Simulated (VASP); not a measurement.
# SbPb (Fm-3m) in VASP: a series of runs

SbPb is run at these levels: LDA; tasks: single point.

Everything below comes from runs of VASP 6.6.1. Logs are shortened: lines on timing, memory, paths and dates and some standing lists are left out, and cuts for length are marked.

### 1 The cell of the first run

It takes space group Fm-3m (No. 225, cubic). The conventional cell has a = 6.322 Å, b = 6.322 Å, c = 6.322 Å, α = 90.00°, β = 90.00°, γ = 90.00°. Sb (site symmetry m-3m) has 6 Pb at 3.16 Å within 4.2 Å. Pb (site symmetry m-3m) has 6 Sb at 3.16 Å within 4.2 Å.

### 2 Single point, LDA

File INCAR:

```
SYSTEM = SbPb
  PREC = Accurate
  ENCUT = 500
  EDIFF = 1E-6
  ISMEAR = 0
  SIGMA = 0.1
  LREAL = .FALSE.
  LASPH = .TRUE.
  NELM = 120
  ALGO = Normal
  ISIF = 2
  LWAVE = .FALSE.
  LCHARG = .FALSE.
  GGA = CA
  NBANDS = 16
  GGA_COMPAT = .FALSE.
```

File KPOINTS:

```
Automatic mesh
0
G
  6 6 6
  0 0 0
```

File POSCAR:

```
SbPb
1.0
    0.0000000000      3.1612433100      3.1612433100
    3.1612433100      0.0000000000      3.1612433100
    3.1612433100      3.1612433100      0.0000000000
Sb Pb
1 1
Direct
    0.5000000000      0.5000000000      0.5000000000
    0.0000000000      0.0000000000      0.0000000000
```

Potentials or basis: VASP PAW LDA potentials, release 64 (Sb, Pb_d).

On the command line:

```sh
$ cat potpaw_LDA.64/Sb/POTCAR potpaw_LDA.64/Pb_d/POTCAR > POTCAR
$ mpirun -np 1 vasp_std > vasp.out
```

OUTCAR:

```text
SYSTEM = SbPb
   PREC = Accurate
   ENCUT = 500
   EDIFF = 1E-6
   ISMEAR = 0
   LREAL = .FALSE.
   LASPH = .TRUE.
   NELM = 120
   ISIF = 2
   GGA = CA

 ion  position               nearest neighbor table
   1  0.500  0.500  0.500-   2 3.16   2 3.16   2 3.16   2 3.16   2 3.16   2 3.16
   2  0.000  0.000  0.000-   1 3.16   1 3.16   1 3.16   1 3.16   1 3.16   1 3.16

  LATTYP: Found a face centered cubic cell.
 ALAT       =     6.3224866200

  Lattice vectors:

 A1 = (   0.0000000000,   3.1612433100,   3.1612433100)
 A2 = (   3.1612433100,   0.0000000000,   3.1612433100)
 A3 = (   3.1612433100,   3.1612433100,   0.0000000000)

Analysis of symmetry for initial positions (statically):
=====================================================================
 Subroutine PRICEL returns:
 Original cell was already a primitive cell.

 Routine SETGRP: Setting up the symmetry group for a
 face centered cubic supercell.

 Subroutine GETGRP returns: Found 48 space group operations
 (whereof 48 operations were pure point group operations)
 out of a pool of 48 trial point group operations.

The static configuration has the point symmetry O_h .

Analysis of symmetry for dynamics (positions and initial velocities):
=====================================================================
 Subroutine PRICEL returns:
 Original cell was already a primitive cell.

 Routine SETGRP: Setting up the symmetry group for a
 face centered cubic supercell.

 Subroutine GETGRP returns: Found 48 space group operations
 (whereof 48 operations were pure point group operations)
 out of a pool of 48 trial point group operations.

The dynamic configuration has the point symmetry O_h .

 Subroutine INISYM returns: Found 48 space group operations
 (whereof 48 operations are pure point group operations),
 and found     1 'primitive' translations

----------------------------------------------------------------------------------------

                                     Primitive cell

  volume of cell :      63.1835

  direct lattice vectors                    reciprocal lattice vectors
     0.000000000  3.161243310  3.161243310    -0.158165617  0.158165617  0.158165617
     3.161243310  0.000000000  3.161243310     0.158165617 -0.158165617  0.158165617
     3.161243310  3.161243310  0.000000000     0.158165617  0.158165617 -0.158165617

  length of vectors
     4.470673163  4.470673163  4.470673163     0.273950885  0.273950885  0.273950885

  position of ions in fractional coordinates (direct lattice)
     0.500000000  0.500000000  0.500000000
     0.000000000  0.000000000  0.000000000

  ion indices of the primitive-cell ions
   primitive index   ion index
                 1           1
                 2           2

----------------------------------------------------------------------------------------

 KPOINTS: Automatic mesh

Automatic generation of k-mesh.
 Grid dimensions read from file:
 generate k-points for:    6    6    6

 Generating k-lattice:

  Cartesian coordinates                     Fractional coordinates (reciprocal lattice)
    -0.026360936  0.026360936  0.026360936     0.166666667  0.000000000  0.000000000
     0.026360936 -0.026360936  0.026360936     0.000000000  0.166666667  0.000000000
     0.026360936  0.026360936 -0.026360936     0.000000000  0.000000000  0.166666667

  Length of vectors
     0.045658481  0.045658481  0.045658481

  Shift w.r.t. Gamma in fractional coordinates (k-lattice)
     0.000000000  0.000000000  0.000000000

 Subroutine IBZKPT returns following result:
 ===========================================

 Found     16 irreducible k-points:

 Following reciprocal coordinates:
            Coordinates               Weight
  0.000000  0.000000  0.000000      1.000000
  0.166667  0.000000  0.000000      8.000000
  0.333333  0.000000  0.000000      8.000000
  0.500000  0.000000  0.000000      4.000000
  0.166667  0.166667  0.000000      6.000000
  0.333333  0.166667  0.000000     24.000000
[... 8 lines left out ...]
 -0.333333  0.333333  0.166667     24.000000
 -0.333333  0.500000  0.166667     12.000000
   k-points           NKPTS =     16   k-points in BZ     NKDIM =     16   number of bands    NBANDS=     16
   number of dos      NEDOS =    301   number of ions     NIONS =      2
   total plane-waves  NPLWV =  46656
   dimension x,y,z NGX =    36 NGY =   36 NGZ =   36
   dimension x,y,z NGXF=    72 NGYF=   72 NGZF=   72
   ions per type =               1   1
   NGX,Y,Z   is equivalent  to a cutoff of  13.39, 13.39, 13.39 a.u.
   NGXF,Y,Z  is equivalent  to a cutoff of  26.77, 26.77, 26.77 a.u.
 SYSTEM =  SbPb
   PREC   = accura    normal or accurate (medium, high low for compatibility)
   ISTART =      0    job   : 0-new  1-cont  2-samecut
   ICHARG =      2    charge: 1-file 2-atom 10-const
   ISPIN  =      1    spin polarized calculation?
   LNONCOLLINEAR =      F non collinear calculations
   LSORBIT =      F    spin-orbit coupling
   LASPH  =      T    aspherical Exc in radial PAW
   ENCUT  =  500.0 eV  36.75 Ry    6.06 a.u.   8.15  8.15  8.15*2*pi/ulx,y,z
   NELM   =    120;   NELMIN=  2; NELMDL= -5     # of ELM steps
   EDIFF  = 0.1E-05   stopping-criterion for ELM
   LREAL  =      F    real-space projection
   EDIFFG = 0.1E-04   stopping-criterion for IOM
   NSW    =      0    number of steps for IOM
   IBRION =     -1    ionic relax: 0-MD 1-quasi-New 2-CG
   NFREE  =      0    steps in history (QN), initial steepest desc. (CG)
   ISIF   =      2    stress and relaxation
   ISYM   =      2    0-nonsym 1-usesym 2-fastsym
   POTIM  = 0.5000    time-step for ionic-motion
   TEBEG  =    0.0;   TEEND  =   0.0 temperature during run
   PSTRESS=    0.0 pullay stress
   NELECT =      19.0000    total number of electrons
   NUPDOWN=      -1.0000    fix difference up-down
   EMIN   =  10.00;   EMAX   =-10.00  energy-range for DOS
   EFERMI =   0.00;   METHOD = LEGACY
   ISMEAR =     0;   SIGMA  =   0.10  broadening in eV -4-tet -1-fermi 0-gaus
   EFERMI_NEDOS =   21; number of points for ismear=-14 and -15
   IALGO  =     38    algorithm
   IMIX   =      4    mixing-type and parameters
     AMIX     =   0.40;   BMIX     =  1.00
     AMIX_MAG =   1.60;   BMIX_MAG =  1.00
  volume/ion in A,a.u.               =      31.59       213.19
  Fermi-wavevector in a.u.,A,eV,Ry     =   1.096793  2.072639 16.367203  1.202955
  Thomas-Fermi vector in A             =   2.233142
   LORBIT       =      0    0 simple, 1 ext, 2 COOP (PROOUT), +10 PAW based schemes
   GGA     = CA    functional components
   LHFCALC =     F    Hartree Fock is set to
   AEXX    =    0.0000 exact exchange contribution
   IVDW    =     0    specifies the selected vdW correction
   LEPSILON=     F    determine dielectric tensor
   LRPA    =     F    only Hartree local field effects (RPA)
 non-spin polarized calculation
 Gauss-broadening in eV      SIGMA  =   0.10
  energy-cutoff  :      500.00
  volume of cell :       63.18
 maximum number of plane-waves:      1639
 NGX is ok and might be reduce to    36
   NGX = 17   NGY = 17   NGZ = 17

 number of electron      18.9999998 magnetization

 Free energy of the ion-electron system (eV)
  ---------------------------------------------------
  ext. energy  EPLUGINS =         0.00000000
  ---------------------------------------------------
  free energy    TOTEN  =        -8.90563285 eV

  energy without entropy =       -8.89859827  energy(sigma->0) =       -8.90211556

 E-fermi :   6.0016     XC(G=0):  -9.8500

 val. band max:        5.9055651547   @ k =   0.5000   0.3333   0.1667
 cond. band min:       6.0458938915   @ k =   0.1667   0.0000   0.0000
 fundamental gap:      0.1403287367
 Fermi energy:         6.0016190935

 k-point     1 :       0.0000    0.0000    0.0000
  band No.  band energies     occupation
      1     -10.5521      2.00000
      2     -10.5521      2.00000
      3     -10.5274      2.00000
      4     -10.5274      2.00000
      5     -10.5274      2.00000
      6      -5.4867      2.00000
[... 8 lines left out ...]
     15      12.0025      0.00000
     16      12.0025      0.00000

 k-point     2 :       0.1667    0.0000    0.0000
  band No.  band energies     occupation
      1     -10.5565      2.00000
      2     -10.5565      2.00000
      3     -10.5268      2.00000
      4     -10.5226      2.00000
      5     -10.5226      2.00000
      6      -5.1905      2.00000
[... 8 lines left out ...]
     15      12.5329      0.00000
     16      12.5329      0.00000

 k-point     3 :       0.3333    0.0000    0.0000
  band No.  band energies     occupation
      1     -10.5669      2.00000
      2     -10.5669      2.00000
      3     -10.5259      2.00000
      4     -10.5114      2.00000
      5     -10.5114      2.00000
      6      -4.3148      2.00000
[... 8 lines left out ...]
     15      13.9619      0.00000
     16      13.9619      0.00000

 k-point     4 :       0.5000    0.0000    0.0000
  band No.  band energies     occupation
      1     -10.5723      2.00000
      2     -10.5723      2.00000
      3     -10.5256      2.00000
      4     -10.5055      2.00000
      5     -10.5055      2.00000
      6      -3.0812      2.00000
[... 8 lines left out ...]
     15      15.6020      0.00000
     16      15.6020      0.00000

 k-point     5 :       0.1667    0.1667    0.0000
  band No.  band energies     occupation
      1     -10.5672      2.00000
      2     -10.5483      2.00000
      3     -10.5309      2.00000
      4     -10.5193      2.00000
      5     -10.5193      2.00000
      6      -5.0929      2.00000
[... 8 lines left out ...]
     15      13.3938      0.00000
     16      13.3938      0.00000

 k-point     6 :       0.3333    0.1667    0.0000
  band No.  band energies     occupation
      1     -10.5808      2.00000
      2     -10.5522      2.00000
      3     -10.5302      2.00000
      4     -10.5121      2.00000
      5     -10.5089      2.00000
      6      -4.4195      2.00000
[... 8 lines left out ...]
     15      14.5658      0.00000
     16      14.8044      0.00000

 k-point     7 :       0.5000    0.1667    0.0000
  band No.  band energies     occupation
      1     -10.5842      2.00000
      2     -10.5630      2.00000
      3     -10.5239      2.00000
      4     -10.5091      2.00000
      5     -10.5029      2.00000
      6      -3.2449      2.00000
[... 8 lines left out ...]
     15      15.5134      0.00000
     16      15.7430      0.00000

 k-point     8 :      -0.3333    0.1667    0.0000
  band No.  band energies     occupation
      1     -10.5743      2.00000
      2     -10.5689      2.00000
      3     -10.5215      2.00000
      4     -10.5098      2.00000
      5     -10.5085      2.00000
      6      -3.6629      2.00000
[... 8 lines left out ...]
     15      13.8121      0.00000
     16      15.2312      0.00000

 k-point     9 :      -0.1667    0.1667    0.0000
  band No.  band energies     occupation
      1     -10.5656      2.00000
      2     -10.5602      2.00000
      3     -10.5256      2.00000
      4     -10.5183      2.00000
      5     -10.5141      2.00000
      6      -4.7021      2.00000
[... 8 lines left out ...]
     15      12.6380      0.00000
     16      14.6859      0.00000

 k-point    10 :       0.3333    0.3333    0.0000
  band No.  band energies     occupation
      1     -10.6036      2.00000
      2     -10.5409      2.00000
      3     -10.5379      2.00000
      4     -10.5019      2.00000
      5     -10.5019      2.00000
      6      -3.9934      2.00000
[... 8 lines left out ...]
     15      15.5829      0.00000
     16      15.6749      0.00000

 k-point    11 :       0.5000    0.3333    0.0000
  band No.  band energies     occupation
      1     -10.6105      2.00000
      2     -10.5453      2.00000
      3     -10.5348      2.00000
      4     -10.4994      2.00000
      5     -10.4966      2.00000
      6      -3.1796      2.00000
[... 8 lines left out ...]
     15      15.9816      0.00000
     16      16.3046      0.00000

 k-point    12 :      -0.3333    0.3333    0.0000
  band No.  band energies     occupation
      1     -10.5954      2.00000
      2     -10.5583      2.00000
      3     -10.5222      2.00000
      4     -10.5083      2.00000
      5     -10.5009      2.00000
      6      -2.6198      2.00000
[... 8 lines left out ...]
     15      14.4536      0.00000
     16      14.5704      0.00000

 k-point    13 :       0.5000    0.5000    0.0000
  band No.  band energies     occupation
      1     -10.6243      2.00000
      2     -10.5413      2.00000
      3     -10.5372      2.00000
      4     -10.4926      2.00000
      5     -10.4926      2.00000
      6      -3.0647      2.00000
[... 8 lines left out ...]
     15      16.6787      0.00000
     16      17.3243      0.00000

 k-point    14 :       0.5000    0.3333    0.1667
  band No.  band energies     occupation
      1     -10.5923      2.00000
      2     -10.5547      2.00000
      3     -10.5278      2.00000
      4     -10.5077      2.00000
      5     -10.5023      2.00000
      6      -3.6124      2.00000
[... 8 lines left out ...]
     15      15.2621      0.00000
     16      15.3149      0.00000

 k-point    15 :      -0.3333    0.3333    0.1667
  band No.  band energies     occupation
      1     -10.5948      2.00000
      2     -10.5591      2.00000
      3     -10.5187      2.00000
      4     -10.5152      2.00000
      5     -10.4974      2.00000
      6      -2.5948      2.00000
[... 8 lines left out ...]
     15      13.1033      0.00000
     16      16.5883      0.00000

 k-point    16 :      -0.3333    0.5000    0.1667
  band No.  band energies     occupation
      1     -10.6092      2.00000
      2     -10.5495      2.00000
      3     -10.5299      2.00000
      4     -10.5055      2.00000
      5     -10.4926      2.00000
      6      -2.7010      2.00000
[... 8 lines left out ...]
     15      14.6172      0.00000
     16      17.4012      0.00000

------------------------ aborting loop because EDIFF is reached ----------------------------------------

  FORCE on cell =-STRESS in cart. coord.  units (eV):
  Direction    XX          YY          ZZ          XY          YZ          ZX
  --------------------------------------------------------------------------------------
  -------------------------------------------------------------------------------------
  Total       -1.1281737     -1.1281737     -1.1281737     -0.0000000     -0.0000000      0.0000000
  in kB      -28.6076891    -28.6076891    -28.6076891     -0.0000000     -0.0000000      0.0000000
  external PRESSURE =     -28.6076891 kB  Pullay stress =       0.0000000 kB

 VOLUME and BASIS-vectors are now :
 -----------------------------------------------------------------------------
  energy-cutoff  :      500.00
  volume of cell :       63.18
      direct lattice vectors                 reciprocal lattice vectors
     0.000000000  3.161243310  3.161243310    -0.158165617  0.158165617  0.158165617
     3.161243310  0.000000000  3.161243310     0.158165617 -0.158165617  0.158165617
     3.161243310  3.161243310  0.000000000     0.158165617  0.158165617 -0.158165617

 POSITION                                       TOTAL-FORCE (eV/Angst)
 -----------------------------------------------------------------------------------
      3.16124      3.16124      3.16124        -0.000000      0.000000      0.000000
      0.00000      0.00000      0.00000         0.000000     -0.000000     -0.000000
 -----------------------------------------------------------------------------------
    total drift:                               -0.000000      0.000000      0.000000

  FREE ENERGIE OF THE ION-ELECTRON SYSTEM (eV)
  ---------------------------------------------------
  free  energy   TOTEN  =        -8.9056328530 eV

  energy  without entropy=       -8.8985982660  energy(sigma->0) =       -8.90211556
```

Run time: 14 s. Hardware: 1 thread of Intel Xeon 8259CL, shared host; peak memory 0.18 GiB.

Results:

```
Free energy            : -8.9056 eV
Pressure               : -2.9 GPa
Band gap on the k mesh : zero (an odd number of electrons rules out a gap without spin polarisation)
```

Caveat: spin-orbit coupling is left out, which moves the levels of the heavy elements; an odd number of electrons without spin polarisation forces a metal; a magnetic or distorted state may lie lower.

(Part 1 of 2 ends here.)

The gap in the log of VASP goes by the Fermi energy; the results here count the filled bands.